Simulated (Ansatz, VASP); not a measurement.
## One calculation of FeO, two programs

Contents of INCAR:

```
SYSTEM = FeO
PREC = Accurate ; ENCUT = 520
EDIFF = 1E-7 ; ISMEAR = -1
SIGMA = 0.05 ; LREAL = .FALSE.
LASPH = .TRUE. ; NELM = 150
ALGO = Normal ; ISIF = 2
LWAVE = .FALSE. ; LCHARG = .FALSE.
ISPIN = 2 ; MAGMOM = 3 0
LORBIT = 11 ; LMAXMIX = 4
GGA = PS ; NBANDS = 18
```

Contents of KPOINTS:

```
Automatic mesh
0
G
  11 11 11
  0 0 0
```

POSCAR

```
FeO
1.0
    1.5086271663      0.8710063006      2.5026668604
   -1.5086271663      0.8710063006      2.5026668604
    0.0000000000     -1.7420126011      2.5026668604
Fe O
1 1
Direct
    0.0000000000      0.0000000000      0.0000000000
    0.5000000000      0.5000000000      0.5000000000
```

File input.yaml:

```yaml
crystal:
  lattice:
    - [1.5086271663, 0.8710063006, 2.5026668604]
    - [-1.5086271663, 0.8710063006, 2.5026668604]
    - [0.0, -1.7420126011, 2.5026668604]
  atoms:
    - { symbol: Fe, position: [0.0, 0.0, 0.0], spin: 3.0 }
    - { symbol: O, position: [0.5, 0.5, 0.5] }
hamiltonian:
  xc: pbesol
  pseudopotentials: { kind: paw }
magnetization:
  spin_polarized: true
kpoints:
  mp_grid: { grid: [11, 11, 11] }
scf:
  occupations: { method: fermi_dirac, width: 0.05 }
output:
  forces: true
  stress: true
  eigenvalues: true
  write_density: true
  write_potential: true
  elf: true
  volumetric_format: npy
```

Alike in both runs: task single point; functional PBEsol; k mesh 11 × 11 × 11; occupations fermi-dirac, width 0.05 eV; collinear spin.

|  | VASP | Ansatz |
| --- | --- | --- |
| version | VASP 6.6.1 | Ansatz 0.2.0 |
| potentials or method | VASP PAW PBE potentials, release 64 (Fe, O) | Ansatz PAW |
| plane-wave cutoff (eV) | 520 | 420 |
| valence electrons in the cell | 14 | 22 |

```tsv
	VASP	Ansatz	Ansatz less VASP
gap on the k mesh at the Fermi level (eV)	none	none	-
pressure (GPa)	-5.7	-6.0	-0.29
traceless stress, the component that is largest in VASP (GPa)	-0.65	-0.62	+0.032
net moment per atom (μB)	2.00	2.00	0.000
size of the moment on the site where the two differ most (μB)	3.61	3.43	-0.174
```

VASP's potentials were made for PBE, not for PBEsol. Site moments also hang on the region over which each program counts them. A gap of «none» marks a metal or a gap that the smearing closes. The functional is the same, so the differences come from potentials, cutoffs and numerics. VASP's potentials hold 14 valence electrons a cell and Ansatz's 22, so a difference there can come from the potentials and not from the codes.
